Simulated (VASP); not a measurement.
# Nb (I4/mmm) in VASP: relaxation of cell and atoms with PBE

Aim: the relaxation of cell and atoms of Nb with PBE.

All numbers are computed with VASP 6.6.1; they aren't measurements. Logs are shortened: lines on timing, memory, paths and dates and some standing lists are left out, and cuts for length are marked.

### Step 1. The cell of the first run

It takes space group I4/mmm (No. 139, tetragonal). Conventional cell: a = 2.923 Å, b = 2.923 Å, c = 4.447 Å, α = 90.00°, β = 90.00°, γ = 90.00°. Nb (site symmetry 4/mmm) has 12 Nb at 2.92 to 3.04 Å within 3.8 Å.

### Step 2. Relaxation of cell and atoms, PBE

INCAR reads:

```
SYSTEM = Nb
PREC = Accurate
ENCUT = 600
EDIFF = 1E-6
ISMEAR = 0
SIGMA = 0.1
LREAL = .False.
LASPH = .True.
NELM = 100
ALGO = Fast
ISIF = 3
LWAVE = .False.
LCHARG = .False.
GGA = PE
IBRION = 2
NSW = 100
EDIFFG = -0.01
```

KPOINTS reads:

```
regular mesh
0
Gamma
  26 26 26
  0 0 0
```

POSCAR reads:

```
Nb
1.0
   -1.4615094497      1.4615094497      2.2234734207
    1.4615094497     -1.4615094497      2.2234734207
    1.4615094497      1.4615094497     -2.2234734207
Nb
1
Direct
    0.0000000000      0.0000000000      0.0000000000
```

Potentials or basis: VASP PAW PBE potentials, release 64 (Nb_sv).

Started as:

```
$ cat potpaw_PBE.64/Nb_sv/POTCAR > POTCAR
$ mpirun -np 1 vasp_std > vasp.out
```

OUTCAR:

```text
SYSTEM = Nb
   PREC = Accurate
   ENCUT = 600
   EDIFF = 1E-6
   ISMEAR = 0
   LREAL = .False.
   LASPH = .True.
   NELM = 100
   ISIF = 3
   GGA = PE
   IBRION = 2
   NSW = 100
   EDIFFG = -0.01

 ion  position               nearest neighbor table
   1  0.000  0.000  0.000-

  LATTYP: Found a body centered tetragonal cell.
 ALAT       =     2.9230188994
 C/A-ratio  =     1.5213541186

  Lattice vectors:

 A1 = (  -1.4615094497,   1.4615094497,   2.2234734207)
 A2 = (   1.4615094497,  -1.4615094497,   2.2234734207)
 A3 = (   1.4615094497,   1.4615094497,  -2.2234734207)

Analysis of symmetry for initial positions (statically):
=====================================================================
 Subroutine PRICEL returns:
 Original cell was already a primitive cell.

 Routine SETGRP: Setting up the symmetry group for a
 body centered tetragonal supercell.

 Subroutine GETGRP returns: Found 16 space group operations
 (whereof 16 operations were pure point group operations)
 out of a pool of 16 trial point group operations.

The static configuration has the point symmetry D_4h.

Analysis of symmetry for dynamics (positions and initial velocities):
=====================================================================
 Subroutine PRICEL returns:
 Original cell was already a primitive cell.

 Routine SETGRP: Setting up the symmetry group for a
 body centered tetragonal supercell.

 Subroutine GETGRP returns: Found 16 space group operations
 (whereof 16 operations were pure point group operations)
 out of a pool of 16 trial point group operations.

The dynamic configuration has the point symmetry D_4h.

 Subroutine INISYM returns: Found 16 space group operations
 (whereof 16 operations are pure point group operations),
 and found     1 'primitive' translations

----------------------------------------------------------------------------------------

                                     Primitive cell

  volume of cell :      18.9974

  direct lattice vectors                    reciprocal lattice vectors
    -1.461509450  1.461509450  2.223473421     0.000000000  0.342112054  0.224873387
     1.461509450 -1.461509450  2.223473421     0.342112054  0.000000000  0.224873387
[... 111 lines left out ...]
   IVDW    =     0    specifies the selected vdW correction
   LEPSILON=     F    determine dielectric tensor
   LRPA    =     F    only Hartree local field effects (RPA)
 conjugate gradient relaxation of ions
 non-spin polarized calculation
 RMM-DIIS sequential band-by-band and
 Gauss-broadening in eV      SIGMA  =   0.10
  energy-cutoff  :      600.00
  volume of cell :       19.00
 maximum number of plane-waves:       652
   NGX = 13   NGY = 13   NGZ = 13

--------------------------------------- Ionic step        1  -------------------------------------------

 number of electron      13.0000000 magnetization

 Free energy of the ion-electron system (eV)
  ---------------------------------------------------
  ext. energy  EPLUGINS =         0.00000000
  ---------------------------------------------------
  free energy    TOTEN  =        -9.93941349 eV

  energy without entropy =       -9.93184180  energy(sigma->0) =       -9.93562764

------------------------ aborting loop because EDIFF is reached ----------------------------------------

  FORCE on cell =-STRESS in cart. coord.  units (eV):
  Direction    XX          YY          ZZ          XY          YZ          ZX
  --------------------------------------------------------------------------------------
  -------------------------------------------------------------------------------------
  Total       -0.8727317     -0.8727317      0.6511187      0.0000000      0.0000000      0.0000000
  in kB      -73.6031099    -73.6031099     54.9130482      0.0000000      0.0000000      0.0000000
  external PRESSURE =     -30.7643906 kB  Pullay stress =       0.0000000 kB
[... 86 lines left out ...]
  FREE ENERGIE OF THE ION-ELECTRON SYSTEM (eV)
  ---------------------------------------------------
  free  energy   TOTEN  =       -10.0289253490 eV

  energy  without entropy=      -10.0228964930  energy(sigma->0) =      -10.02591092

[... ionic steps 4 to 14 ...]

--------------------------------------- Ionic step       15  -------------------------------------------

 number of electron      13.0000000 magnetization

------------------------ aborting loop because EDIFF is reached ----------------------------------------
[... 65 lines left out ...]
--------------------------------------- Ionic step       17  -------------------------------------------

 number of electron      13.0000000 magnetization

 Free energy of the ion-electron system (eV)
  ---------------------------------------------------
  ext. energy  EPLUGINS =         0.00000000
  ---------------------------------------------------
  free energy    TOTEN  =       -10.07583562 eV

  energy without entropy =      -10.06986254  energy(sigma->0) =      -10.07284908

 E-fermi :  11.0369     XC(G=0): -12.3631

 val. band max:       11.0360279621   @ k =  -0.1923  -0.3846   0.0769
 cond. band min:      11.0406939373   @ k =   0.1923   0.0769   0.0769
 fundamental gap:      0.0046659752
 Fermi energy:        11.0369098705

 k-point     1 :       0.0000    0.0000    0.0000
  band No.  band energies     occupation
      1     -43.5688      2.00000
      2     -19.0741      2.00000
      3     -18.7705      2.00000
      4     -18.7705      2.00000
      5       4.9840      2.00000
      6       9.6039      2.00000
      7      11.5430      0.00000
      8      12.6427      0.00000
      9      12.6427      0.00000
     10      15.8122      0.00000
[... 287 lines left out ...]
 k-point    24 :       0.3846    0.0385   -0.0000
  band No.  band energies     occupation
      1     -43.3528      2.00000
      2     -20.1155      2.00000
      3     -19.2616      2.00000
      4     -18.7675      2.00000
      5       7.4176      2.00000
      6      10.0093      2.00000
      7      11.8743      0.00000
      8      12.8102      0.00000
      9      15.2335      0.00000
     10      15.5118      0.00000

 [... further k-points ...]

------------------------ aborting loop because EDIFF is reached ----------------------------------------

  FORCE on cell =-STRESS in cart. coord.  units (eV):
  Direction    XX          YY          ZZ          XY          YZ          ZX
  --------------------------------------------------------------------------------------
  -------------------------------------------------------------------------------------
  Total        0.0011254      0.0011254     -0.0069729      0.0000000     -0.0000000      0.0000000
  in kB        0.0977844      0.0977844     -0.6058812      0.0000000     -0.0000000      0.0000000
  external PRESSURE =      -0.1367708 kB  Pullay stress =       0.0000000 kB
[... 16 lines left out ...]
  FREE ENERGIE OF THE ION-ELECTRON SYSTEM (eV)
  ---------------------------------------------------
  free  energy   TOTEN  =       -10.0758356199 eV

  energy  without entropy=      -10.0698625426  energy(sigma->0) =      -10.07284908

 reached required accuracy - stopping structural energy minimisation
```

Run time: 34 min. Hardware: 1 thread of Intel Xeon Platinum 8488C (Sapphire Rapids), shared host; peak memory 0.56 GiB.

Results:

- Free energy: -10.0758 eV
- Relaxed volume: 18.44 Å³/atom
- Relaxed cell: a = 3.127 Å, b = 3.127 Å, c = 3.127 Å, α = 127.99°, β = 127.99°, γ = 76.64°
- Space group after relaxing (to 0.1 Å): I4/mmm (No. 139)
- Energy gained by relaxing: 136.4 meV/atom
- Ionic steps: 17
- Pressure after relaxing: 0.0 GPa
- Band gap on the k mesh: zero (an odd number of electrons rules out a gap without spin polarisation)

Step by step:
```csv
step,energy change (eV),largest force (eV/Å),pressure (GPa),volume (Å³)
1,0.0000,0.0000,-3.08,19.00
2,-0.0793,0.0000,4.91,17.98
3,-0.0895,0.0000,9.77,17.49
4,-0.1122,0.0000,8.60,17.59
5,-0.1163,0.0000,7.68,17.69
6,-0.1175,0.0000,7.81,17.66
7,-0.1323,0.0000,3.60,18.07
8,-0.1364,0.0000,-0.22,18.47
9,-0.1364,0.0000,-0.09,18.44
10,-0.1364,0.0000,0.21,18.41
11,-0.1364,0.0000,0.24,18.41
12,-0.1364,0.0000,0.21,18.42
13,-0.1364,0.0000,0.12,18.44
14,-0.1364,0.0000,-0.14,18.46
15,-0.1364,0.0000,-0.11,18.45
16,-0.1364,0.0000,-0.08,18.44
17,-0.1364,0.0000,-0.01,18.44
```

Final structure:
```cif
data_structure
_symmetry_space_group_name_H-M 'P 1'
_symmetry_Int_Tables_number 1
_cell_length_a 3.1266
_cell_length_b 3.1266
_cell_length_c 3.1266
_cell_angle_alpha 127.991
_cell_angle_beta 127.991
_cell_angle_gamma 76.639
_cell_volume 18.44
loop_
_atom_site_label
_atom_site_type_symbol
_atom_site_fract_x
_atom_site_fract_y
_atom_site_fract_z
_atom_site_occupancy
Nb1 Nb 0.00000 0.00000 0.00000 1
```
